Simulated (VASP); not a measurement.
# PbSe: single point with PBE

Crystal: PbSe.

```
CELL_PARAMETERS angstrom
4.17216 0.00000 0.00000
-2.08608 3.61319 0.00000
0.00000 0.00000 7.56989
ATOMIC_POSITIONS crystal
Pb 0.33333 0.66667 0.25000
Pb 0.66667 0.33333 0.75000
Se 0.00000 0.00000 0.00000
Se 0.00000 0.00000 0.50000
```

```json
{
 "Program": "VASP 6.6.1",
 "Task": "single point",
 "Functional": "PBE",
 "Potentials or basis": "VASP PAW PBE potentials, release 64 (Pb_d, Se)",
 "Cutoff": "520 eV",
 "k mesh": "8 × 8 × 6",
 "Occupations": "gaussian, width 0.05 eV",
 "Spin": "no spin polarisation"
}
```

```yaml
Pressure: 2.7 GPa
Band_gap_on_the_k_mesh: zero (bands 20 and 21 overlap by 0.09 eV)
```

Levels at points of the mesh, in eV from the Fermi level:
```tsv
k point	band 16	band 17	band 18	band 19	band 20	band 21	band 22	band 23	band 24	band 25
(0.00, 0.00, 0.00)	-1.50	-1.50	-0.79	-0.79	0.10	1.28	2.43	2.43	4.74	4.74
(0.50, 0.00, 0.00)	-3.98	-2.70	-1.18	-0.65	-0.05	0.01	1.63	1.91	4.22	5.08
(0.00, 0.00, 0.50)	-1.20	-1.20	-1.20	-1.18	-1.18	3.29	3.29	3.43	3.43	3.43
(0.50, 0.00, 0.50)	-3.42	-2.15	-2.15	-2.11	-2.11	2.18	2.18	3.72	3.72	4.27
```

Run time: 2.4 min on 1 thread of Intel Xeon 8259CL, with other jobs on the host, peak memory 0.3 GiB.

Caveat: semilocal functionals underestimate gaps, and a narrow one can read as zero; spin-orbit coupling is left out, which moves the levels of the heavy elements.
